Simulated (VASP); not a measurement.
Crystal: Mg.

```
Mg
1.0
     3.20930    0.00000    0.00000
    -1.60465    2.77934    0.00000
     0.00000    0.00000    5.21030
Mg
2
Cartesian
  0.0000 1.8529 1.3026
  1.6047 0.9264 3.9077
```

| Property | Result |
| --- | --- |
| Program | VASP 6.6.1 |
| Task | relaxation of cell and atoms |
| Functional | LDA |
| Potentials or basis | VASP PAW LDA potentials, release 64 (Mg_sv) |
| Cutoff | 840 eV |
| k mesh | 7 × 7 × 4 |
| Occupations | gaussian, width 0.05 eV |
| Spin | no spin polarisation |

At the start: pressure -2.6 GPa; volume 23.24 Å³/atom.

**Question.** How do energy, volume and symmetry change on relaxing?

**Answer.** Over 13 steps the energy falls by 19.6 meV/atom and the volume is 21.79 Å³/atom (-6.2 %); space group P6_3/mmc (No. 194, to 0.1 Å) before and after.

Step by step:
```tsv
step	energy change (eV)	largest force (eV/Å)	pressure (GPa)	volume (Å³)
1	0.0000	0.0000	-2.64	46.47
2	-0.0339	0.0000	-0.59	43.94
3	-0.0357	0.0000	0.00	43.32
4	-0.0357	0.0000	0.19	43.17
5	-0.0357	0.0000	0.08	43.24
6	-0.0363	0.0000	-0.02	43.34
7	-0.0384	0.0000	-0.25	43.66
8	-0.0345	0.0000	-0.72	44.28
9	-0.0388	0.0000	-0.35	43.79
10	-0.0390	0.0000	-0.26	43.70
11	-0.0390	0.0000	-0.19	43.70
12	-0.0390	0.0000	-0.28	43.70
13	-0.0392	0.0000	-0.14	43.58
```

Final structure:
```xyz
2
Lattice="3.0863 0.0000 0.0000 -1.5432 2.6728 0.0000 0.0000 0.0000 5.2825" Properties=species:S:1:pos:R:3 pbc="T T T"
Mg    0.0000    1.7819    1.3206
Mg    1.5432    0.8909    3.9619
```
